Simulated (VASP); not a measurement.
# ZrB2 (P6/mmm) in VASP: a series of runs, part 2 of 2

VASP 6.6.1.

## (3) Single point, LDA

INCAR

```
SYSTEM = ZrB2
PREC     = Accurate       ! precision mode
ENCUT    = 520            ! plane-wave cutoff, eV
EDIFF    = 1E-7           ! SCF threshold, eV
ISMEAR   = 0              ! smearing method
SIGMA    = 0.15           ! smearing width, eV
LREAL    = .FALSE.        ! projectors in reciprocal space
LASPH    = .TRUE.         ! aspherical terms in the spheres
NELM     = 80             ! most SCF steps
ALGO     = Normal         ! electronic algorithm
ISIF     = 2              ! what is computed and relaxed
LWAVE    = .FALSE.        ! write WAVECAR
LCHARG   = .FALSE.        ! write CHGCAR
NBANDS   = 16             ! bands
```

KPOINTS

```
Automatic mesh
0
G
  15 15 12
  0 0 0
```

POSCAR

```
ZrB2
1.0
    3.1325412665      0.0000000000      0.0000000000
   -1.5662706333      2.7128603152      0.0000000000
    0.0000000000      0.0000000000      3.4889014692
Zr B
1 2
Direct
    0.0000000000      0.0000000000      0.0000000000
    0.3333333333      0.6666666667      0.5000000000
    0.6666666667      0.3333333333      0.5000000000
```

Potentials or basis: VASP PAW LDA potentials, release 64 (Zr_sv, B).

Launch:

```bash
cat potpaw_LDA.64/Zr_sv/POTCAR potpaw_LDA.64/B/POTCAR > POTCAR
mpirun -np 1 vasp_std > vasp.out
```

OUTCAR:

```text
SYSTEM = ZrB2
   PREC = Accurate
   ENCUT = 520
   EDIFF = 1E-7
   ISMEAR = 0
   LREAL = .FALSE.
   LASPH = .TRUE.
   NELM = 80
   ISIF = 2

 ion  position               nearest neighbor table
   1  0.000  0.000  0.000-   2 2.51   3 2.51   2 2.51   3 2.51   3 2.51   3 2.51   2 2.51   2 2.51
                             3 2.51   3 2.51   2 2.51   2 2.51
   2  0.333  0.667  0.500-   3 1.81   3 1.81   3 1.81   1 2.51   1 2.51   1 2.51   1 2.51   1 2.51
                             1 2.51
   3  0.667  0.333  0.500-   2 1.81   2 1.81   2 1.81   1 2.51   1 2.51   1 2.51   1 2.51   1 2.51
                             1 2.51

  LATTYP: Found a hexagonal cell.
 ALAT       =     3.1325412665
 C/A-ratio  =     1.1137607369

  Lattice vectors:

 A1 = (   3.1325412665,   0.0000000000,   0.0000000000)
 A2 = (  -1.5662706333,   2.7128603152,   0.0000000000)
 A3 = (   0.0000000000,   0.0000000000,   3.4889014692)

Analysis of symmetry for initial positions (statically):
=====================================================================
 Subroutine PRICEL returns:
 Original cell was already a primitive cell.

 Routine SETGRP: Setting up the symmetry group for a
 hexagonal supercell.

 Subroutine GETGRP returns: Found 24 space group operations
 (whereof 24 operations were pure point group operations)
 out of a pool of 24 trial point group operations.

The static configuration has the point symmetry D_6h.

Analysis of symmetry for dynamics (positions and initial velocities):
=====================================================================
 Subroutine PRICEL returns:
 Original cell was already a primitive cell.

 Routine SETGRP: Setting up the symmetry group for a
 hexagonal supercell.

 Subroutine GETGRP returns: Found 24 space group operations
 (whereof 24 operations were pure point group operations)
 out of a pool of 24 trial point group operations.

The dynamic configuration has the point symmetry D_6h.

 Subroutine INISYM returns: Found 24 space group operations
 (whereof 24 operations are pure point group operations),
 and found     1 'primitive' translations

----------------------------------------------------------------------------------------
[... 120 lines left out ...]
   GGA     = CA    functional components
   LHFCALC =     F    Hartree Fock is set to
   AEXX    =    0.0000 exact exchange contribution
   IVDW    =     0    specifies the selected vdW correction
   LEPSILON=     F    determine dielectric tensor
   LRPA    =     F    only Hartree local field effects (RPA)
 non-spin polarized calculation
 Gauss-broadening in eV      SIGMA  =   0.15
  energy-cutoff  :      520.00
  volume of cell :       29.65
 maximum number of plane-waves:       820
 NGX is ok and might be reduce to    24
   NGX = 11   NGY = 11   NGZ = 13

 number of electron      18.0000000 magnetization

 Free energy of the ion-electron system (eV)
  ---------------------------------------------------
  ext. energy  EPLUGINS =         0.00000000
  ---------------------------------------------------
  free energy    TOTEN  =       -27.48339663 eV

  energy without entropy =      -27.48089889  energy(sigma->0) =      -27.48214776

 E-fermi :  10.8561     XC(G=0): -12.7561

 val. band max:       10.8335538795   @ k =   0.0667   0.0667   0.4167
 cond. band min:      10.8708151082   @ k =   0.4000   0.1333   0.0000
 fundamental gap:      0.0372612288
 Fermi energy:        10.8560788637

 k-point     1 :       0.0000    0.0000    0.0000
  band No.  band energies     occupation
      1     -37.3561      2.00000
      2     -15.7232      2.00000
      3     -15.0988      2.00000
      4     -15.0988      2.00000
      5      -1.8524      2.00000
      6       8.1710      2.00000
[... 433 lines left out ...]
      3     -15.5880      2.00000
      4     -15.5045      2.00000
      5       2.5038      2.00000
      6       2.7737      2.00000
[... 8 lines left out ...]
     15      20.6943      0.00000
     16      20.9199      0.00000

 [... further k-points ...]

------------------------ aborting loop because EDIFF is reached ----------------------------------------

  FORCE on cell =-STRESS in cart. coord.  units (eV):
  Direction    XX          YY          ZZ          XY          YZ          ZX
  --------------------------------------------------------------------------------------
  -------------------------------------------------------------------------------------
  Total        0.0967467      0.0967467      0.1059199     -0.0000000     -0.0000000      0.0000000
  in kB        5.2279768      5.2279768      5.7236768     -0.0000000     -0.0000000      0.0000000
  external PRESSURE =       5.3932101 kB  Pullay stress =       0.0000000 kB

 VOLUME and BASIS-vectors are now :
 -----------------------------------------------------------------------------
  energy-cutoff  :      520.00
  volume of cell :       29.65
      direct lattice vectors                 reciprocal lattice vectors
     3.132541267  0.000000000  0.000000000     0.319229633  0.184307315  0.000000000
    -1.566270633  2.712860315  0.000000000     0.000000000  0.368614630  0.000000000
     0.000000000  0.000000000  3.488901469     0.000000000  0.000000000  0.286623170

 POSITION                                       TOTAL-FORCE (eV/Angst)
 -----------------------------------------------------------------------------------
      0.00000      0.00000      0.00000        -0.000000      0.000000      0.000000
     -0.00000      1.80857      1.74445         0.000000      0.000000      0.000000
      1.56627      0.90429      1.74445        -0.000000     -0.000000      0.000000
 -----------------------------------------------------------------------------------
    total drift:                               -0.000000      0.000000      0.000000

  FREE ENERGIE OF THE ION-ELECTRON SYSTEM (eV)
  ---------------------------------------------------
  free  energy   TOTEN  =       -27.4833966270 eV

  energy  without entropy=      -27.4808988920  energy(sigma->0) =      -27.48214776
```

OSZICAR:

```text
N       E                     dE             d eps       ncg     rms          rms(c)
DAV:   1     0.999231589908E+02    0.99923E+02   -0.96859E+03  6048   0.113E+03
DAV:   2    -0.263003943176E+02   -0.12622E+03   -0.12116E+03  7968   0.294E+02
DAV:   3    -0.302664583151E+02   -0.39661E+01   -0.39497E+01  8976   0.448E+01
DAV:   4    -0.303271125673E+02   -0.60654E-01   -0.60643E-01  7592   0.500E+00
DAV:   5    -0.303284877591E+02   -0.13752E-02   -0.13752E-02  8912   0.498E-01    0.233E+01
DAV:   6    -0.275404354194E+02    0.27881E+01   -0.61355E+00  7832   0.167E+01    0.942E+00
DAV:   7    -0.274874387031E+02    0.52997E-01   -0.63265E-01  8360   0.498E+00    0.359E+00
DAV:   8    -0.274882732805E+02   -0.83458E-03   -0.11115E-01  7264   0.269E+00    0.374E-01
DAV:   9    -0.274837290777E+02    0.45442E-02   -0.21271E-02  7376   0.112E+00    0.186E-01
DAV:  10    -0.274833936719E+02    0.33541E-03   -0.16766E-03  7040   0.378E-01    0.441E-02
DAV:  11    -0.274833979843E+02   -0.43124E-05   -0.56898E-05  7944   0.720E-02    0.133E-02
DAV:  12    -0.274833968934E+02    0.10909E-05   -0.30501E-06  7504   0.155E-02    0.626E-03
DAV:  13    -0.274833966232E+02    0.27023E-06   -0.52515E-07  8168   0.651E-03    0.123E-03
DAV:  14    -0.274833966270E+02   -0.37828E-08   -0.31620E-08  3768   0.155E-03
   1 F= -.27483397E+02 E0= -.27482148E+02  d E =-.249773E-02
```

Wall time 76 s (1 thread of Intel Xeon Platinum 8259CL at 2.50GHz (Skylake/Cascade Lake), shared host); peak memory 0.2 GiB.

Results:

- Free energy: -27.4834 eV
- Pressure: 0.5 GPa
- Band gap on the k mesh: zero (bands 9 and 10 overlap by 1.03 eV)

Levels at points of the mesh, in eV from the Fermi level:
```
           k point  band 5  band 6  band 7  band 8  band 9  band 10  band 11  band 12  band 13  band 14
(0.00, 0.00, 0.00)  -12.71   -2.69   -2.69   -2.66   -2.25     3.56     3.56     4.35     4.35     5.26
(0.00, 0.00, 0.50)  -10.50   -6.99   -0.96   -0.96    0.34     0.34     0.81     0.81     1.91     5.14
```

## (4) Single point, LDA

INCAR

```
SYSTEM = ZrB2
ALGO = Normal
EDIFF = 1E-7
ENCUT = 520
ISIF = 2
ISMEAR = 0
LASPH = .TRUE.
LCHARG = .TRUE.
LELF = .TRUE.
LREAL = .FALSE.
LVHAR = .TRUE.
LWAVE = .FALSE.
NBANDS = 16
NELM = 60
PREC = Accurate
SIGMA = 0.15
```

KPOINTS

```
k-points
0
G
  18 18 12
  0 0 0
```

POSCAR is that of step 3.

Potentials or basis: VASP PAW LDA potentials, release 64 (Zr_sv, B).

Launch:

```bash
cat potpaw_LDA.64/Zr_sv/POTCAR potpaw_LDA.64/B/POTCAR > POTCAR
mpirun -np 1 vasp_std > vasp.out
```

OUTCAR:

```text
SYSTEM = ZrB2
   EDIFF = 1E-7
   ENCUT = 520
   ISIF = 2
   ISMEAR = 0
   LASPH = .TRUE.
   LREAL = .FALSE.
   NELM = 60
   PREC = Accurate

 ion  position               nearest neighbor table
   1  0.000  0.000  0.000-   2 2.51   3 2.51   2 2.51   3 2.51   3 2.51   3 2.51   2 2.51   2 2.51
                             3 2.51   3 2.51   2 2.51   2 2.51
   2  0.333  0.667  0.500-   3 1.81   3 1.81   3 1.81   1 2.51   1 2.51   1 2.51   1 2.51   1 2.51
                             1 2.51
   3  0.667  0.333  0.500-   2 1.81   2 1.81   2 1.81   1 2.51   1 2.51   1 2.51   1 2.51   1 2.51
                             1 2.51

  LATTYP: Found a hexagonal cell.
 ALAT       =     3.1325412665
 C/A-ratio  =     1.1137607369

  Lattice vectors:

 A1 = (   3.1325412665,   0.0000000000,   0.0000000000)
 A2 = (  -1.5662706333,   2.7128603152,   0.0000000000)
 A3 = (   0.0000000000,   0.0000000000,   3.4889014692)

Analysis of symmetry for initial positions (statically):
=====================================================================
 Subroutine PRICEL returns:
 Original cell was already a primitive cell.

 Routine SETGRP: Setting up the symmetry group for a
 hexagonal supercell.

 Subroutine GETGRP returns: Found 24 space group operations
 (whereof 24 operations were pure point group operations)
[... 173 lines left out ...]

 k-point     1 :       0.0000    0.0000    0.0000
  band No.  band energies     occupation
      1     -37.3550      2.00000
      2     -15.7217      2.00000
      3     -15.0981      2.00000
      4     -15.0981      2.00000
      5      -1.8525      2.00000
      6       8.1708      2.00000
[... 433 lines left out ...]
      3     -15.5188      2.00000
      4     -15.4175      2.00000
      5       1.5719      2.00000
      6       3.1186      2.00000
[... 8 lines left out ...]
     15      20.0395      0.00000
     16      20.7566      0.00000

 [... further k-points ...]

------------------------ aborting loop because EDIFF is reached ----------------------------------------

  FORCE on cell =-STRESS in cart. coord.  units (eV):
  Direction    XX          YY          ZZ          XY          YZ          ZX
  --------------------------------------------------------------------------------------
  -------------------------------------------------------------------------------------
  Total        0.0982148      0.0982148      0.1038408     -0.0000000      0.0000000      0.0000000
  in kB        5.3073099      5.3073099      5.6113289     -0.0000000      0.0000000      0.0000000
  external PRESSURE =       5.4086496 kB  Pullay stress =       0.0000000 kB

 VOLUME and BASIS-vectors are now :
 -----------------------------------------------------------------------------
  energy-cutoff  :      520.00
  volume of cell :       29.65
      direct lattice vectors                 reciprocal lattice vectors
     3.132541267  0.000000000  0.000000000     0.319229633  0.184307315  0.000000000
    -1.566270633  2.712860315  0.000000000     0.000000000  0.368614630  0.000000000
     0.000000000  0.000000000  3.488901469     0.000000000  0.000000000  0.286623170

 POSITION                                       TOTAL-FORCE (eV/Angst)
 -----------------------------------------------------------------------------------
      0.00000      0.00000      0.00000         0.000000     -0.000000      0.000000
     -0.00000      1.80857      1.74445        -0.000000      0.000000      0.000000
      1.56627      0.90429      1.74445         0.000000     -0.000000      0.000000
 -----------------------------------------------------------------------------------
    total drift:                               -0.000000      0.000000     -0.000000

  FREE ENERGIE OF THE ION-ELECTRON SYSTEM (eV)
  ---------------------------------------------------
  free  energy   TOTEN  =       -27.4835374203 eV

  energy  without entropy=      -27.4809191714  energy(sigma->0) =      -27.48222830
```

stdout:

```text
POSCAR found type information on POSCAR ZrB
 POSCAR found :  2 types and       3 ions
 scaLAPACK will be used
 LDA part: xc-table for (Slater(with rela. corr.)+CA(PZ))
 , standard interpolation
 POSCAR, INCAR and KPOINTS ok, starting setup
 FFT: planning ... GRIDC
 FFT: planning ... GRID_SOFT
 FFT: planning ... GRID
 WAVECAR not read
 entering main loop
```

Run time: 92 s. Hardware: 1 thread of Intel Xeon Platinum 8259CL at 2.50GHz (Skylake/Cascade Lake), shared host; peak memory 0.23 GiB.

Results:

```yaml
Free_energy: -27.4835 eV
Pressure: 0.5 GPa
Band_gap_on_the_k_mesh: zero (bands 9 and 10 overlap by 1.30 eV)
```

## (5) Relaxation of cell and atoms, LDA

This run uses another cell than the first one, of 10.18 Å³/atom.

INCAR

```
SYSTEM = ZrB2
PREC     = Accurate       ! precision mode
ENCUT    = 600            ! plane-wave cutoff, eV
EDIFF    = 1E-6           ! SCF threshold, eV
ISMEAR   = 0              ! smearing method
SIGMA    = 0.1            ! smearing width, eV
LREAL    = .False.        ! projectors in reciprocal space
LASPH    = .True.         ! aspherical terms in the spheres
NELM     = 80             ! most SCF steps
ALGO     = Normal         ! electronic algorithm
ISIF     = 3              ! what is computed and relaxed
LWAVE    = .False.        ! write WAVECAR
LCHARG   = .False.        ! write CHGCAR
IBRION   = 2              ! ionic algorithm
NSW      = 100            ! ionic steps
EDIFFG   = -0.005         ! ionic threshold
```

KPOINTS

```
Automatic mesh
0
Gamma
  15 15 12
  0 0 0
```

POSCAR

```
ZrB2
1.0
    3.1649998255      0.0000000000      0.0000000000
   -1.5824999128      2.7409702519      0.0000000000
    0.0000000000      0.0000000000      3.5200000000
Zr B
1 2
Direct
    0.0000000000      0.0000000000      0.0000000000
    0.3333333333      0.6666666667      0.5000000000
    0.6666666667      0.3333333333      0.5000000000
```

Launch:

```bash
cat potpaw_LDA.64/Zr_sv/POTCAR potpaw_LDA.64/B/POTCAR > POTCAR
mpirun -np 1 vasp_std > vasp.out
```

Wall time 4.1 min (1 thread of Intel Xeon Platinum 8259CL at 2.50GHz (Skylake/Cascade Lake), shared host); peak memory 0.23 GiB.

It converged, with:

- Free energy: -27.4847 eV
- Relaxed volume: 9.90 Å³/atom
- Relaxed cell: a = 3.134 Å, b = 3.134 Å, c = 3.492 Å, α = 90.00°, β = 90.00°, γ = 120.00°
- Space group after relaxing (to 0.1 Å): P6/mmm (No. 191)
- Energy gained by relaxing: 6.0 meV/atom
- Ionic steps: 5
- Pressure after relaxing: 0.0 GPa
- Band gap on the k mesh: zero (bands 9 and 10 overlap by 1.03 eV)

The path:
```
step  energy change (eV)  largest force (eV/Å)  pressure (GPa)  volume (Å³)
   1              0.0000                0.0000           -6.81        30.54
   2              0.0140                0.0000           10.06        28.66
   3             -0.0181                0.0000           -0.06        29.72
   4             -0.0181                0.0000            0.05        29.70
   5             -0.0181                0.0000            0.01        29.71
```

Final structure:
```
Zr B
1.0
     3.13449    0.00000    0.00000
    -1.56724    2.71455    0.00000
     0.00000    0.00000    3.49187
Zr B
1 2
Direct
  0.00000 0.00000 0.00000
  0.33333 0.66667 0.50000
  0.66667 0.33333 0.50000
```

Levels at points of the mesh, in eV from the Fermi level:
| k point | band 7 | band 8 | band 9 | band 10 | band 11 | band 12 |
| --- | --- | --- | --- | --- | --- | --- |
| (0.00, 0.00, 0.00) | -2.68 | -2.65 | -2.26 | 3.54 | 3.54 | 4.34 |
| (0.00, 0.00, 0.50) | -0.96 | -0.96 | 0.34 | 0.34 | 0.80 | 0.80 |

LDA usually gives volumes a few per cent too small. Zero-point motion and thermal expansion aren't in these numbers.

## (6) The runs side by side

| task | cell | k mesh | cutoff (eV) | smearing | gap on the mesh (eV) | pressure (GPa) |
| --- | --- | --- | --- | --- | --- | --- |
| single point | a = 3.133, b = 3.133, c = 3.489 Å, angles 90.0, 90.0, 120.0°, 3 atoms | 15 × 15 × 12 | 520 | gaussian 0.1 eV | none | 0.5 |
| single point | a = 3.133, b = 3.133, c = 3.489 Å, angles 90.0, 90.0, 120.0°, 3 atoms | 15 × 15 × 12 | 520 | gaussian 0.15 eV | none | 0.5 |
| single point | a = 3.133, b = 3.133, c = 3.489 Å, angles 90.0, 90.0, 120.0°, 3 atoms | 18 × 18 × 12 | 520 | gaussian 0.15 eV | none | 0.5 |
| relaxation of cell and atoms | relaxed from a = 3.165, b = 3.165, c = 3.520 Å, angles 90.0, 90.0, 120.0°, 3 atoms | 15 × 15 × 12 | 600 | gaussian 0.1 eV | none | 0.0 |

Alike in all rows: level LDA; potentials or basis VASP PAW LDA potentials, release 64 (Zr_sv, B); no spin polarisation.

Total energies depend on the potentials used, so only differences within one code and one set of settings carry meaning.

The gap in the log of VASP goes by the Fermi energy; the results here count the filled bands.